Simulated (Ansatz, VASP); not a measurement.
Si7C: VASP beside Ansatz

```xyz
8
Lattice="5.1950 0.0000 0.0000 0.0000 5.1950 0.0000 0.0000 0.0000 5.1950" Properties=species:S:1:pos:R:3 pbc="T T T"
Si    1.1653    1.1653    1.1653
Si    0.0000    2.5975    2.5975
Si    2.5975    2.5975    0.0000
Si    2.5975    0.0000    2.5975
Si    4.0296    1.1653    4.0296
Si    4.0296    4.0296    1.1653
Si    1.1653    4.0296    4.0296
C     0.0000    0.0000    0.0000
```

Alike in both runs: functional PBE; k mesh 8 × 8 × 8; occupations fermi-dirac, width 0.15 eV; no spin polarisation.

Ansatz relaxed the structure, and its values are those at the end. VASP's run is a single point on that final structure, the one shown.

|  | VASP | Ansatz |
| --- | --- | --- |
| version | VASP 6.6.1 | Ansatz 0.2.0 |
| potentials or method | VASP PAW PBE potentials, release 64 (Si, C), cutoff 520 eV | scalar-relativistic, plane waves, PAW |
| valence electrons in the cell | 32 | 32 |

VASP gave:

* gap on the k mesh at the Fermi level (eV): none
* pressure (GPa): -0.1
* rms of the force components (eV/Å): 0.005

Q: Which values does Ansatz return?

A: gap on the k mesh at the Fermi level (eV): none; pressure (GPa): 0.0; rms of the force components (eV/Å): 0.000.

A gap of «none» marks a metal or a gap that the smearing closes. The functional is the same, so the differences come from potentials, cutoffs and numerics.
